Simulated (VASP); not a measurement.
Runs of VASP 6.6.1 on CsSnI3. The structure is that of space group Pm-3m (No. 221), or close to it. The cells are those of the table. 

```tsv
level	cell	smearing	gap on the mesh (eV)	pressure (GPa)
r2SCAN	a = 6.241 Å, 5 atoms	gaussian 0.01 eV	0.50	(a)
r2SCAN	a = 6.054 Å, 5 atoms	fermi-dirac 0.02 eV	0.04	1.9
r2SCAN	a = 5.992 Å, 5 atoms	fermi-dirac 0.02 eV	none	2.7
PBE	a = 6.054 Å, 5 atoms	fermi-dirac 0.02 eV	none	2.4
PBE	a = 6.241 Å, 5 atoms	fermi-dirac 0.02 eV	0.38	(b)
```

Alike in all rows: task single point; potentials or basis VASP PAW PBE potentials, release 64 (Cs_sv, Sn_d, I); no spin polarisation; k mesh 4 × 4 × 4; cutoff (eV) 520.

**Question.** Fill in the values left out.

**Answer.** (a) 0.0; (b) 0.5.

Caveats: spin-orbit coupling is left out, which moves the levels of the heavy elements; the PAW data sets were made with another functional, which shifts forces and pressure a little (at least some runs).

A k mesh can miss the band edges, and the runs leave out spin-orbit coupling on Cs, I, Sn.

A gap of «none» marks levels without a gap at the run's occupations.
